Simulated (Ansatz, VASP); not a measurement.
**One calculation of SiC, two programs**

File INCAR:

```
ALGO = Normal
EDIFF = 1E-6
ENCUT = 600
GGA = CA
GGA_COMPAT = F
ISIF = 2
ISMEAR = -1
LASPH = T
LCHARG = T
LELF = T
LREAL = F
LVHAR = T
LWAVE = F
NBANDS = 11
NELM = 120
PREC = Accurate
SIGMA = 0.02
```

File KPOINTS:

```
k-points
0
Gamma
  8 8 8
```

POSCAR

```
SiC
1.0
    0.0000000000      2.0138689999      2.0138689999
    2.0138689999      0.0000000000      2.0138689999
    2.0138689999      2.0138689999      0.0000000000
Si C
1 1
Direct
    0.0000000000      0.0000000000      0.0000000000
    0.5000000000      0.5000000000      0.5000000000
```

Input for Ansatz:

```yaml
crystal:
  lattice:
    - [0.0, 2.0138689999, 2.0138689999]
    - [2.0138689999, 0.0, 2.0138689999]
    - [2.0138689999, 2.0138689999, 0.0]
  atoms:
    - { symbol: Si, position: [0.0, 0.0, 0.0] }
    - { symbol: C, position: [0.5, 0.5, 0.5] }
kpoints:
  mp_grid: { grid: [8, 8, 8] }
hamiltonian:
  xc: lda
scf:
  occupations: { method: fermi_dirac, width: 0.02 }
  n_extra_bands: 4
output:
  forces: true
  stress: true
  eigenvalues: true
```

Alike in both runs: task single point; functional LDA; k mesh 8 × 8 × 8; occupations fermi-dirac, width 0.02 eV; no spin polarisation.

|  | VASP | Ansatz |
| --- | --- | --- |
| version | VASP 6.6.1 | Ansatz 0.2.0 |
| potentials or method | VASP PAW LDA potentials, release 64 (Si, C) | plane waves |
| plane-wave cutoff (eV) | 600 | 420 |
| valence electrons in the cell | 8 | 8 |

|  | VASP | Ansatz | Ansatz less VASP |
| --- | --- | --- | --- |
| pressure (GPa) | -3.1 | -3.6 | -0.52 |

LDA's correlation is that of Perdew and Zunger in VASP and of Perdew and Wang (1992) in Ansatz.
